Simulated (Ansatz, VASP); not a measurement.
## One calculation of Br, two programs

```
Br
1.0
    -1.49467    1.49467    3.75639
     1.49467   -1.49467    3.75639
     1.49467    1.49467   -3.75639
Br
1
Direct
  0.00000 0.00000 0.00000
```

Change from the starting cell: strain +0.050 along x and y, +0.050 along z, atoms carried along.

Alike in both runs: task single point; functional PBE; dispersion D3(BJ); k mesh 24 × 24 × 24; occupations gaussian, width 0.15 eV; no spin polarisation.

|  | VASP | Ansatz |
| --- | --- | --- |
| version | VASP 6.6.1 | Ansatz 0.2.0 |
| potentials or method | VASP PAW PBE potentials, release 64 (Br), cutoff 520 eV | scalar-relativistic, plane waves, PAW |
| valence electrons in the cell | 7 | 7 |

Ansatz gave:

```
gap on the k mesh at the Fermi level (eV)                     : none
pressure (GPa)                                                : -3.8
traceless stress, the component that is largest in VASP (GPa) : 3.23
```

Estimate VASP's values.

gap on the k mesh at the Fermi level (eV): none; pressure (GPa): -3.8; traceless stress, the component that is largest in VASP (GPa): 3.22.

A gap of «none» marks a metal or a gap that the smearing closes.
